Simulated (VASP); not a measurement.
# Bi4O (P-43m) in VASP: a series of runs, part 2 of 2

VASP 6.6.1. The steps go on from the part before.

**4. Relaxation of cell and atoms, PBE (atoms taken out)**

File INCAR:

```
ALGO = Normal
EDIFF = 1E-7
EDIFFG = -0.04
ENCUT = 600
GGA = PE
IBRION = 2
ISIF = 3
ISMEAR = 0
LASPH = T
LCHARG = F
LREAL = F
LWAVE = F
NELM = 60
NSW = 90
PREC = Accurate
SIGMA = 0.1
```

File KPOINTS:

```
k-points
0
Gamma
  4 4 4
```

File POSCAR:

```
Bi4O
1.0
    5.0402678500      0.0000000000      0.0000000000
    0.0000000000      5.0402678500      0.0000000000
    0.0000000000      0.0000000000      5.0402678500
Bi O
4 1
Direct
    0.2500000000      0.2500000000      0.2500000000
    0.7500000000      0.7500000000      0.2500000000
    0.7500000000      0.2500000000      0.7500000000
    0.2500000000      0.7500000000      0.7500000000
    0.0000000000      0.0000000000      0.0000000000
```

Potentials or basis: VASP PAW PBE potentials, release 64 (Bi_d, O).

The run is started by

```console
$ cat potpaw_PBE.64/Bi_d/POTCAR potpaw_PBE.64/O/POTCAR > POTCAR
$ mpirun -np 1 vasp_std > vasp.out
```

OUTCAR:

```text
EDIFF = 1E-7
   EDIFFG = -0.04
   ENCUT = 600
   GGA = PE
   IBRION = 2
   ISIF = 3
   ISMEAR = 0
   LASPH = T
   LREAL = F
   NELM = 60
   NSW = 90
   PREC = Accurate

 ion  position               nearest neighbor table
   1  0.250  0.250  0.250-   5 2.18   3 3.56   4 3.56   2 3.56   3 3.56   4 3.56   2 3.56   4 3.56
                             4 3.56   2 3.56   3 3.56   3 3.56   2 3.56
   2  0.750  0.750  0.250-   5 2.18   3 3.56   4 3.56   1 3.56   3 3.56   4 3.56   1 3.56   3 3.56
                             3 3.56   1 3.56   4 3.56   4 3.56   1 3.56
   3  0.750  0.250  0.750-   5 2.18   2 3.56   4 3.56   1 3.56   1 3.56   2 3.56   2 3.56   4 3.56
                             2 3.56   1 3.56   4 3.56   1 3.56   4 3.56
   4  0.250  0.750  0.750-   5 2.18   2 3.56   3 3.56   1 3.56   1 3.56   2 3.56   1 3.56   3 3.56
                             1 3.56   2 3.56   3 3.56   2 3.56   3 3.56
   5  0.000  0.000  0.000-   1 2.18   2 2.18   3 2.18   4 2.18

  LATTYP: Found a simple cubic cell.
 ALAT       =     5.0402678500

  Lattice vectors:

 A1 = (   5.0402678500,   0.0000000000,   0.0000000000)
 A2 = (   0.0000000000,   5.0402678500,   0.0000000000)
 A3 = (   0.0000000000,   0.0000000000,   5.0402678500)

[... 333 lines left out ...]
      1     -16.5054      2.00000
      2     -16.2877      2.00000
      3     -16.2877      2.00000
      4     -16.2839      2.00000
      5     -16.2839      2.00000
      6     -16.2839      2.00000
[... 564 lines left out ...]
--------------------------------------- Ionic step        9  -------------------------------------------

 number of electron      65.9999953 magnetization

 Free energy of the ion-electron system (eV)
  ---------------------------------------------------
  ext. energy  EPLUGINS =         0.00000000
  ---------------------------------------------------
  free energy    TOTEN  =       -20.97787340 eV

  energy without entropy =      -20.94390936  energy(sigma->0) =      -20.96089138

 E-fermi :   7.1406     XC(G=0): -10.0749

 val. band max:        7.0745220298   @ k =   0.2500   0.0000   0.0000
 cond. band min:       7.1906137679   @ k =   0.2500   0.2500   0.0000
 fundamental gap:      0.1160917381
 Fermi energy:         7.1406460649

 k-point     1 :       0.0000    0.0000    0.0000
  band No.  band energies     occupation
      1     -16.1396      2.00000
      2     -15.9751      2.00000
      3     -15.9751      2.00000
      4     -15.9574      2.00000
      5     -15.9574      2.00000
      6     -15.9574      2.00000
[... 441 lines left out ...]
  FREE ENERGIE OF THE ION-ELECTRON SYSTEM (eV)
  ---------------------------------------------------
  free  energy   TOTEN  =       -20.9778733981 eV

  energy  without entropy=      -20.9439093616  energy(sigma->0) =      -20.96089138

 reached required accuracy - stopping structural energy minimisation
```

CONTCAR:

```text
Bi4O
   1.00000000000000
     5.1773664235460233    0.0000000000000000   -0.0000000000000000
     0.0000000000000000    5.1773664235460233    0.0000000000000000
     0.0000000000000000    0.0000000000000000    5.1773664235460233
  Bi              O
     4     1
Direct
     0.2628676670624566    0.2628676670624566    0.2628676670624566
     0.7371323329375433    0.7371323329375433    0.2628676670624566
     0.7371323329375433    0.2628676670624566    0.7371323329375433
     0.2628676670624566    0.7371323329375433    0.7371323329375433
     0.0000000000000000    0.0000000000000000    1.0000000000000000

  0.00000000E+00  0.00000000E+00  0.00000000E+00
  0.00000000E+00  0.00000000E+00  0.00000000E+00
  0.00000000E+00  0.00000000E+00  0.00000000E+00
  0.00000000E+00  0.00000000E+00  0.00000000E+00
  0.00000000E+00  0.00000000E+00  0.00000000E+00
```

Run time: 2.8 min. Hardware: 1 thread of Intel Xeon 6975P-C (Granite Rapids), shared host; peak memory 0.27 GiB.

What came out:

```yaml
Free_energy: -20.9779 eV
Relaxed_volume: 27.76 Å³/atom
Relaxed_cell: a = 5.177 Å, b = 5.177 Å, c = 5.177 Å, α = 90.00°, β = 90.00°, γ = 90.00°
Space_group_after_relaxing_to_0.1_Å: P-43m (No. 215)
Energy_gained_by_relaxing: 137.9 meV/atom
Ionic_steps: 9
Pressure_after_relaxing: 0.0 GPa
Band_gap_on_the_k_mesh: zero (bands 33 and 34 overlap by 3.12 eV)
```

The path:
```csv
step,energy change (eV),largest force (eV/Å),pressure (GPa),volume (Å³)
1,0.0000,2.2242,9.34,128.04
2,-0.3365,0.2166,-5.38,157.75
3,-0.6296,0.3887,-1.17,143.77
4,-0.6300,0.4126,-1.01,143.39
5,-0.6300,0.4337,-0.88,143.07
6,-0.6685,0.2918,-0.26,140.56
7,-0.6848,0.1055,0.66,137.55
8,-0.6887,0.0480,-0.17,139.23
9,-0.6893,0.0084,0.04,138.78
```

Final structure:
```xyz
5
Lattice="5.1774 0.0000 0.0000 0.0000 5.1774 0.0000 0.0000 0.0000 5.1774" Properties=species:S:1:pos:R:3 pbc="T T T"
Bi    1.3610    1.3610    1.3610
Bi    3.8164    3.8164    1.3610
Bi    3.8164    1.3610    3.8164
Bi    1.3610    3.8164    3.8164
O     0.0000    0.0000    5.1774
```

Caveat: the cell differs from its parent crystal (atoms taken out); spin-orbit coupling is left out, which moves the levels of the heavy elements.

**5. Overview**

```tsv
task	cell	cutoff (eV)	gap on the mesh (eV)	pressure (GPa)
single point	a = 5.040 Å, 5 atoms, atomic positions A	520	none	9.3
single point	a = 5.180 Å, 5 atoms, atomic positions B	520	none	0.0
relaxation of cell and atoms	relaxed from a = 5.040 Å, 5 atoms, atomic positions A	600	none	0.0
```

Alike in all rows: level PBE; potentials or basis VASP PAW PBE potentials, release 64 (Bi_d, O); no spin polarisation; k mesh 4 × 4 × 4; smearing gaussian 0.1 eV.

Caveats: spin-orbit coupling is left out, which moves the levels of the heavy elements; the cell stands under pressure (at least some runs).

Total energies depend on the potentials used, so only differences within one code and one set of settings carry meaning.
